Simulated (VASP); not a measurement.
Ta2H3:

```
Ta H
1.0
     3.58560    0.00000    0.00000
    -1.79280    3.10522    0.00000
     0.00000    0.00000    6.19717
Ta H
2 3
Direct
  0.00000 0.00000 0.27563
  0.00000 0.00000 0.72437
  0.00000 0.00000 0.50000
  0.33333 0.66667 0.00000
  0.66667 0.33333 0.00000
```

The cell was generated, and may not be a known phase.

| Item | Value |
| --- | --- |
| Program | VASP 6.6.1 |
| Task | relaxation of cell and atoms |
| Functional | PBE |
| Potentials or basis | VASP PAW PBE potentials, release 64 (Ta_sv_GW, H) |
| Cutoff | 500 eV |
| k mesh | 6 × 6 × 4 |
| Occupations | gaussian, width 0.1 eV |
| Spin | no spin polarisation |

At the start: pressure -7.6 GPa; volume 13.80 Å³/atom.

Task: Where does the relaxation end?

Result: Over 12 steps the energy falls by 1199.7 meV/atom and the volume is 10.02 Å³/atom (-27.4 %); space group P6/mmm (No. 191, to 0.1 Å) before and after.

The path:
```
step  energy change (eV)  largest force (eV/Å)  pressure (GPa)  volume (Å³)
   1              0.0000                9.2170           -7.56        69.00
   2             -5.1974                0.3491          -17.27        61.29
   3             -5.1932                0.2793          -17.62        61.41
   4             -5.5593                3.0541           10.01        49.69
   5             -5.6944                1.9265           -1.79        53.24
   6             -5.9412                0.8662           -0.23        50.97
   7             -5.9604                0.1219            4.46        48.15
   8             -5.9918                0.0302            2.54        49.18
   9             -5.9934                0.2164            1.80        49.59
  10             -5.9938                0.1512            2.05        49.46
  11             -5.9971                0.0829           -1.21        50.45
  12             -5.9986                0.0024           -0.08        50.09
```

Final structure:
```xyz
5
Lattice="2.9733 0.0000 0.0000 -1.4866 2.5749 0.0000 0.0000 0.0000 6.5432" Properties=species:S:1:pos:R:3 pbc="T T T"
Ta    0.0000    0.0000    1.4589
Ta    0.0000    0.0000    5.0843
H     0.0000    0.0000    3.2716
H     0.0000    1.7166    0.0000
H     1.4866    0.8583    0.0000
```

Caveat: the volume moved by over 15 % at a fixed basis, so the end points are rough; the highest band is partly filled, so the run has too few bands; an odd number of electrons without spin polarisation forces a metal; a magnetic or distorted state may lie lower.
